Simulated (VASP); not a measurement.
# Li15CaNb16O48 (a cell with a defect) in VASP: single point with PBE

Aim: the single point of Li15CaNb16O48 (a cell with a defect) with PBE.

Program: VASP 6.6.1. These are calculated values, not measurements. Logs are shortened: lines on timing, memory, paths and dates and some standing lists are left out, and cuts for length are marked.

### Step 1. The cell of the first run

The cell holds a defect, 80 atoms: a = 11.101 Å, b = 11.101 Å, c = 11.101 Å, α = 55.75°, β = 55.75°, γ = 55.75°.

### Step 2. Single point, PBE, collinear spin

INCAR reads:

```
SYSTEM = Li15CaNb16O48
PREC = Accurate
ENCUT = 520
EDIFF = 1E-7
ISMEAR = 0
SIGMA = 0.01
LREAL = Auto
LASPH = .TRUE.
NELM = 150
ALGO = Normal
ISIF = 2
LWAVE = .FALSE.
LCHARG = .FALSE.
ISPIN = 2
MAGMOM = 0 0 0 0 0 0 0 0 0 0 0 0 0 0 0 0.1 0 0.06 0.07 0.06 0.05 0 0.13 0 0.14 0.06 0.07 0.07 0.06 0.16 0.01 0 0 0 0 0 0 -0.01 -0.01 0 -0.01 0 0 0 0 0 0 0 -0.01 -0.01 -0.01 0 -0.01 0 -0.01 -0.01 0 -0.01 -0.01 -0.01 -0.01 0 0 -0.01 0 -0.01 0 0 -0.01 0 0 0 0 0 0 0 0 0 0 0
LORBIT = 11
NUPDOWN = 2.0
LMAXMIX = 4
GGA = PE
NBANDS = 326
NELECT = 552.0
NCORE = 4
```

KPOINTS reads:

```
regular mesh
0
G
  1 1 1
  0 0 0
```

POSCAR reads:

```
Li15CaNb16O48
1.0
    5.1899002718      2.9963903190      9.3444465000
   -5.1899002718      2.9963903190      9.3444465000
    0.0000000000     -5.9927806380      9.3444465000
Li Nb O Ca
15 16 48 1
Direct
    0.3619025823      0.3578779457      0.3624965782
    0.1086433822      0.1124478815      0.1113742173
    0.3638174260      0.3620615930      0.8557286770
    0.1122084120      0.1074356645      0.6068689227
    0.3549453956      0.8558720994      0.3696376027
    0.1047028303      0.6113426921      0.1084197141
    0.3605569393      0.8558158730      0.8624799657
    0.1134747277      0.6093492830      0.6086300470
    0.8561323972      0.3667460832      0.3616538214
    0.6073090450      0.1153816741      0.1054611305
    0.8570629238      0.3603981493      0.8580731889
    0.6072175763      0.1180060189      0.6043406509
    0.8537091624      0.8643074576      0.3584527841
    0.6071761237      0.6096257367      0.1133484806
    0.8590165851      0.8560593836      0.8585219391
    0.4989511118      0.5072689887      0.5012736027
    0.2486611513      0.2484637444      0.2468017337
    0.4926088583      0.4962412204      1.0177043606
    0.2458711212      0.2553341882      0.7548641071
    0.4959921131      1.0166266688      0.4928068468
    0.2495878049      0.7500569612      0.2551202835
    0.4983130382      0.9981366141      0.9982377818
    0.2392595211      0.7547063687      0.7636844207
    1.0126479129      0.4965117947      0.4914715490
    0.7533325245      0.2520709165      0.2561052883
    1.0005978379      0.5050106071      0.9950471395
    0.7580484189      0.2377041446      0.7568017714
    0.9944462929      1.0017898138      0.5053562719
    0.7466652778      0.7649006502      0.2400465347
    1.0006628916      1.0094525643      1.0016625627
    0.7494283953      0.7486504406      0.7468116424
    0.1476194624      0.3139145512      0.4445095574
    0.3127436369      0.4461017185      0.1451305998
    0.4472458247      0.1462523858      0.3114585255
    0.1981252903      0.0689310325      0.3868199470
    0.3906478679      0.1968994755      0.0661156232
    0.0683806675      0.3873460229      0.1970944572
    0.1408567315      0.3171731910      0.9461278883
    0.3250019516      0.4397478757      0.6397199045
    0.4500271009      0.1381215385      0.8173135655
    0.1968379156      0.0681904802      0.8892770794
    0.3885472016      0.1903995485      0.5739931961
    0.0724856370      0.3917351324      0.6951133837
    0.1376189805      0.8239447976      0.4405750557
    0.3176588709      0.9481730518      0.1354609218
    0.4450715299      0.6443165052      0.3189733190
    0.1995004926      0.5656571707      0.3933764881
    0.3921323224      0.6939016059      0.0734573101
    0.0732253523      0.8834155383      0.1935911268
    0.1287408496      0.8247334343      0.9420289991
    0.3288870331      0.9389561878      0.6308738959
    0.4259924539      0.6465519220      0.8390409861
    0.1937213222      0.5666130730      0.8923642888
    0.3864887588      0.6885011735      0.5784299780
    0.0688929241      0.8905308830      0.6899496060
    0.6376751875      0.3256775234      0.4396761482
    0.8229262627      0.4443339098      0.1334217447
    0.9462442059      0.1399707054      0.3175924942
    0.6934383260      0.0725905905      0.3928420187
    0.8844144159      0.1928654400      0.0716190755
    0.5718920619      0.3902376342      0.1911807385
    0.6344009807      0.3292595617      0.9363634592
    0.8400484689      0.4308465662      0.6403667356
    0.9471072702      0.1385360020      0.8172013477
    0.6977057688      0.0638221675      0.8921825754
    0.8921574299      0.1940862174      0.5670422976
    0.5821857793      0.3859878030      0.6880292131
    0.6472134081      0.8359764634      0.4270257811
    0.8237020120      0.9418866703      0.1334611002
    0.9477180296      0.6332485103      0.3213895797
    0.6949250644      0.5774660080      0.3882133056
    0.8879718037      0.6918685727      0.0695890978
    0.5642466351      0.8927965049      0.1939739207
    0.6389253976      0.8186678760      0.9448774540
    0.8164434429      0.9467284524      0.6389538140
    0.9468559351      0.6406869252      0.8157133828
    0.6959234120      0.5702973467      0.8814447985
    0.8873507167      0.6950386887      0.5671749230
    0.5705617628      0.8815042473      0.6942501648
    0.6137523203      0.6171856226      0.6186384901
```

Potentials or basis: VASP PAW PBE potentials, release 64 (Li_sv, Nb_sv, O, Ca_sv).

Launch:

```bash
> cat potpaw_PBE.64/Li_sv/POTCAR potpaw_PBE.64/Nb_sv/POTCAR potpaw_PBE.64/O/POTCAR potpaw_PBE.64/Ca_sv/POTCAR > POTCAR
> mpirun -np 4 vasp_gam > vasp.out
```

OUTCAR:

```text
SYSTEM = Li15CaNb16O48
   PREC = Accurate
   ENCUT = 520
   EDIFF = 1E-7
   ISMEAR = 0
   LREAL = Auto
   LASPH = .TRUE.
   NELM = 150
   ISIF = 2
   ISPIN = 2
   LORBIT = 11
   NUPDOWN = 2.0
   GGA = PE
   NELECT = 552.0

 ion  position               nearest neighbor table
   1  0.362  0.358  0.362-  47 2.05  42 2.07  61 2.09  32 2.26  34 2.26
   2  0.109  0.112  0.111-  58 2.03  38 2.04  45 2.04
   3  0.364  0.362  0.856-  53 2.06  36 2.06  67 2.12  39 2.26
   4  0.112  0.107  0.607-  32 2.05  64 2.08  51 2.11  35 2.27  66 2.28  55 2.28
   5  0.355  0.856  0.370-  35 2.04  54 2.07  73 2.11  46 2.25  44 2.25
   6  0.105  0.611  0.108-  70 2.05  33 2.08  50 2.08  72 2.26  53 2.26
   7  0.361  0.856  0.862-  79 2.06  41 2.08  48 2.08  52 2.14
   8  0.113  0.609  0.609-  76 2.05  44 2.09  39 2.09  47 2.25  43 2.26
   9  0.856  0.367  0.362-  71 2.06  37 2.06  66 2.07
  10  0.607  0.115  0.105-  34 2.03  62 2.10  69 2.13  36 2.25  65 2.27
  11  0.857  0.360  0.858-  77 2.04  60 2.09  43 2.11  63 2.17  62 2.28
  12  0.607  0.118  0.604-  40 2.05  56 2.05  75 2.09  59 2.22  42 2.25
  13  0.854  0.864  0.358-  59 2.06  78 2.08  49 2.11  68 2.12
  14  0.607  0.610  0.113-  46 2.05  74 2.07  57 2.08  48 2.23  61 2.27
  15  0.859  0.856  0.859-  65 2.06  72 2.07  55 2.09  76 2.24  74 2.26  75 2.28
  16  0.499  0.507  0.501-  46 1.91  39 1.91  56 1.94  54 2.06  67 2.14  71 2.16
  17  0.249  0.248  0.247-  35 1.87  37 1.87  36 1.88  33 2.16  32 2.17  34 2.17
[... 49 lines left out ...]
  67  0.582  0.386  0.688-  27 1.94   3 2.12  16 2.14  80 2.41
  68  0.647  0.836  0.427-  20 1.96  29 2.11  13 2.12  80 2.21
  69  0.824  0.942  0.133-  30 1.94  29 2.03  10 2.13
  70  0.948  0.633  0.321-  24 1.86   6 2.05  29 2.25
  71  0.695  0.577  0.388-  29 1.95   9 2.06  16 2.16  80 2.40
  72  0.888  0.692  0.070-  29 1.91  15 2.07  26 2.10   6 2.26
  73  0.564  0.893  0.194-  29 1.87   5 2.11  22 2.14
  74  0.639  0.819  0.945-  22 1.88  14 2.07  31 2.18  15 2.26
  75  0.816  0.947  0.639-  28 1.88  12 2.09  31 2.17  15 2.28
  76  0.947  0.641  0.816-  26 1.88   8 2.05  31 2.17  15 2.24
  77  0.696  0.570  0.881-  31 1.87  11 2.04  18 2.21
  78  0.887  0.695  0.567-  31 1.88  13 2.08  24 2.19
  79  0.571  0.882  0.694-  31 1.87   7 2.06  20 2.20
  80  0.614  0.617  0.619-  52 2.20  68 2.21  63 2.22  71 2.40  67 2.41  54 2.41

  LATTYP: Found a trigonal (rhomboedric) cell.
 ALAT       =    11.1009954584
 COS(alpha) =     0.5628563533

  Lattice vectors:

 A1 = (   5.1899002718,   2.9963903190,   9.3444465000)
 A2 = (  -5.1899002718,   2.9963903190,   9.3444465000)
 A3 = (   0.0000000000,  -5.9927806380,   9.3444465000)

Analysis of symmetry for initial positions (statically):
=====================================================================
 Subroutine PRICEL returns:
 Original cell was already a primitive cell.
[... 313 lines left out ...]
  free energy    TOTEN  =      -633.76185722 eV

  energy without entropy =     -633.76185722  energy(sigma->0) =     -633.76185722

 E-fermi :   3.6897     XC(G=0): -10.7510

 val. band max:        6.5589823122   @ k =   0.0000   0.0000   0.0000
 cond. band min:       6.8099798592   @ k =   0.0000   0.0000   0.0000
 fundamental gap:      0.2509975470
 Fermi energy:         6.6318863873

 spin component 1

 k-point     1 :       0.0000    0.0000    0.0000
  band No.  band energies     occupation
      1     -50.8223      1.00000
      2     -50.7972      1.00000
      3     -50.7726      1.00000
      4     -50.7589      1.00000
      5     -50.7436      1.00000
      6     -50.7038      1.00000
[... 280 lines left out ...]
    287       7.4541      0.00000
    288       7.4784      0.00000
 Fermi energy:         3.6897385204

 spin component 2

 k-point     1 :       0.0000    0.0000    0.0000
  band No.  band energies     occupation
      1     -50.8180      1.00000
      2     -50.7944      1.00000
      3     -50.7545      1.00000
      4     -50.7343      1.00000
      5     -50.7083      1.00000
      6     -50.6216      1.00000
[... 280 lines left out ...]
    287       7.5532      0.00000
    288       7.5811      0.00000
 [bands above 288 left out]

------------------------ aborting loop because EDIFF is reached ----------------------------------------

  FORCE on cell =-STRESS in cart. coord.  units (eV):
  Direction    XX          YY          ZZ          XY          YZ          ZX
  --------------------------------------------------------------------------------------
  -------------------------------------------------------------------------------------
  Total       19.3537956     20.9606048     15.5674619     -1.7472599      0.4048971      2.0821684
  in kB       35.5643195     38.5169741     28.6065947     -3.2107454      0.7440344      3.8261694
  external PRESSURE =      34.2292961 kB  Pullay stress =       0.0000000 kB

 VOLUME and BASIS-vectors are now :
 -----------------------------------------------------------------------------
  energy-cutoff  :      520.00
  volume of cell :      871.89
      direct lattice vectors                 reciprocal lattice vectors
     5.189900272  2.996390319  9.344446500     0.096340965  0.055622482  0.035671811
    -5.189900272  2.996390319  9.344446500    -0.096340965  0.055622482  0.035671811
     0.000000000 -5.992780638  9.344446500     0.000000000 -0.111244964  0.035671811

 POSITION                                       TOTAL-FORCE (eV/Angst)
 -----------------------------------------------------------------------------------
      0.02089     -0.01562     10.11328        -0.003694      0.000733      0.000223
     -0.01974     -0.00497      3.10671         0.004095     -0.001057     -0.007876
      0.00911     -2.95318     14.77925         0.002758      0.000260     -0.001076
      0.02477     -2.97869      7.72331         0.001073     -0.001534     -0.004749
     -2.59976      1.41292     14.76848         0.000147      0.002882     -0.006336
     -2.62941      1.49582      7.70417        -0.000036      0.000911     -0.005448
[... 72 lines left out ...]
     -1.61376      0.19047     20.05614        -0.001867      0.013777     -0.008403
     -0.01782     -0.01899     17.28327         0.001076      0.005055      0.002912
 -----------------------------------------------------------------------------------
    total drift:                               -0.002057     -0.000625     -0.022401

  FREE ENERGIE OF THE ION-ELECTRON SYSTEM (eV)
  ---------------------------------------------------
  free  energy   TOTEN  =      -633.7618572194 eV

  energy  without entropy=     -633.7618572194  energy(sigma->0) =     -633.76185722

 total charge

# of ion       s       p       d       tot
------------------------------------------
    1        2.014   0.048   0.000   2.061
    2        2.014   0.048   0.000   2.062
    3        2.012   0.044   0.000   2.057
    4        2.013   0.045   0.000   2.058
    5        2.013   0.045   0.000   2.058
    6        2.013   0.046   0.000   2.059
[... 72 lines left out ...]
   79        1.571   3.496   0.000   5.066
   80        2.040   5.892   0.349   8.281
--------------------------------------------------
tot        142.875 272.900  34.003 449.777

 magnetization (x)

# of ion       s       p       d       tot
------------------------------------------
    1       -0.000   0.000   0.000  -0.000
    2       -0.000   0.000   0.000   0.000
    3       -0.000   0.000   0.000   0.000
    4       -0.000   0.000   0.000   0.000
    5       -0.000   0.000   0.000  -0.000
    6       -0.000   0.000   0.000  -0.000
[... 72 lines left out ...]
   79       -0.000  -0.001   0.000  -0.001
   80       -0.000   0.000   0.002   0.002
--------------------------------------------------
tot          0.004  -0.160   1.752   1.596
```

Wall time 13 min (4 MPI ranks of AMD EPYC 7R43 (Zen 3), shared host); peak memory 0.49 GiB.

What came out:

```
Free energy                                           : -633.7619 eV
Largest force                                         : 0.061 eV/Å
Net moment                                            : 2.00 μB per cell
Site moments                                          : Li -0.00, +0.00 (each value once); Nb +0.17, +0.01, +0.11, +0.13, +0.09, +0.22, +0.00, +0.23, +0.12, +0.10, +0.26 (each value once); O +0.00, -0.00, -0.01 (each value once); Ca +0.00 μB
Valence electrons inside the program's atomic spheres : Li 2.06; Nb 10.43, 10.48, 10.45, 10.47, 10.44, 10.41, 10.42 (each value once); O 5.07, 5.08, 5.06, 5.10 (each value once); Ca 8.28
```

Forces in eV/Å, atoms in the order of the input:
```
Li  -0.004  0.001  0.000
Li   0.004 -0.001 -0.008
Li   0.003  0.000 -0.001
Li   0.001 -0.002 -0.005
Li   0.000  0.003 -0.006
Li   0.000  0.001 -0.005
Li  -0.001 -0.003 -0.002
Li  -0.002  0.002 -0.004
Li   0.001 -0.001 -0.002
Li  -0.001  0.003 -0.004
Li   0.008  0.001 -0.003
Li   0.002  0.000 -0.006
Li  -0.002  0.002  0.000
Li  -0.001  0.004 -0.002
Li  -0.001 -0.001 -0.008
Nb   0.008  0.009  0.020
Nb   0.004  0.003  0.032
Nb  -0.004  0.030  0.021
Nb   0.008 -0.010  0.018
Nb   0.012 -0.007  0.035
Nb  -0.003 -0.006  0.019
Nb   0.002 -0.004  0.038
Nb   0.000 -0.007  0.015
Nb   0.011 -0.009  0.039
Nb   0.007 -0.008  0.016
Nb   0.000 -0.008  0.028
Nb  -0.003  0.007  0.021
Nb   0.002  0.017  0.011
Nb   0.009 -0.001  0.022
Nb   0.013  0.006  0.001
Nb   0.003 -0.002  0.049
O   -0.003  0.011 -0.004
O    0.007 -0.016 -0.014
O   -0.010 -0.006 -0.006
O   -0.008 -0.011 -0.014
O    0.004 -0.008 -0.010
O   -0.009  0.015 -0.017
O   -0.009  0.012 -0.007
O    0.014  0.003 -0.001
O   -0.018  0.006 -0.018
O   -0.015  0.006 -0.006
O    0.011 -0.010 -0.013
O    0.003  0.009 -0.009
O   -0.011  0.006 -0.008
O    0.012 -0.013 -0.015
O    0.001 -0.014  0.002
O   -0.017  0.005 -0.004
O    0.000 -0.015  0.000
O    0.001  0.008 -0.005
O   -0.013  0.014  0.000
O    0.006  0.000 -0.007
O   -0.027 -0.054  0.006
O   -0.015  0.008 -0.004
O   -0.013 -0.023 -0.017
O    0.011  0.006 -0.001
O   -0.022  0.010  0.004
O    0.005 -0.004 -0.014
O   -0.003 -0.021 -0.004
O   -0.015  0.009 -0.005
O    0.004 -0.009  0.000
O    0.013  0.002 -0.001
O   -0.003  0.003 -0.007
O    0.053  0.005  0.011
O   -0.003 -0.017 -0.003
O   -0.008  0.000 -0.007
O    0.008 -0.012 -0.010
O    0.012 -0.004 -0.025
O   -0.030  0.050  0.009
O    0.014 -0.002 -0.004
O   -0.013  0.003 -0.011
O   -0.008  0.017 -0.023
O    0.002 -0.012 -0.004
O    0.010  0.007 -0.004
O    0.006  0.012 -0.016
O    0.012  0.002 -0.013
O   -0.008 -0.011 -0.011
O   -0.010  0.000 -0.003
O    0.004 -0.005 -0.007
O   -0.002  0.014 -0.008
Ca   0.001  0.005  0.003
```

Caveat: the k points lie up to 0.73 Å⁻¹ apart; the cell carries a net charge on a neutralising background, which shifts energy and pressure; the cell is charged against a uniform background, so pressure and absolute levels hang on convention; the cutoff is under 1.25 times the usual one of these potentials, so pressure, stress and relaxed cells hold a basis-set (Pulay) error; the moment is held away from its start; the total moment is fixed, so each spin has its own Fermi level and the state may be an excited one.
